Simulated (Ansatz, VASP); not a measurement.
## One calculation of PtSe2, two programs

```xyz
3
Lattice="3.6354 0.0000 0.0000 -1.8177 3.1484 0.0000 0.0000 0.0000 5.6284" Properties=species:S:1:pos:R:3 pbc="T T T"
Pt    0.0000    0.0000    0.0000
Se    0.0000    2.0989    1.3514
Se    1.8177    1.0495    4.2770
```

Change from the starting cell: epitaxial_xy strain -2.5%.

Alike in both runs: task single point; functional PBE; k mesh 12 × 12 × 6; occupations fermi-dirac, width 0.02 eV; no spin polarisation.

|  | VASP | Ansatz |
| --- | --- | --- |
| version | VASP 6.6.1 | Ansatz 0.2.0 |
| potentials or method | VASP PAW PBE potentials, release 64 (Pt, Se) | plane waves, PAW |
| plane-wave cutoff (eV) | 520 | 420 |
| valence electrons in the cell | 22 | 50 |

```csv
,VASP,Ansatz,Ansatz less VASP
pressure (GPa),6.4,6.4,+0.02
"traceless stress, the component that is largest in VASP (GPa)",-3.51,-3.51,-0.003
rms of the force components (eV/Å),0.085,0.084,-0.0011
```

Atom by atom the forces differ by 0.001 eV/Å (rms over components). VASP's potentials hold 22 valence electrons a cell and Ansatz's 50, so a difference there can come from the potentials and not from the codes.

Spin-orbit coupling is off throughout.
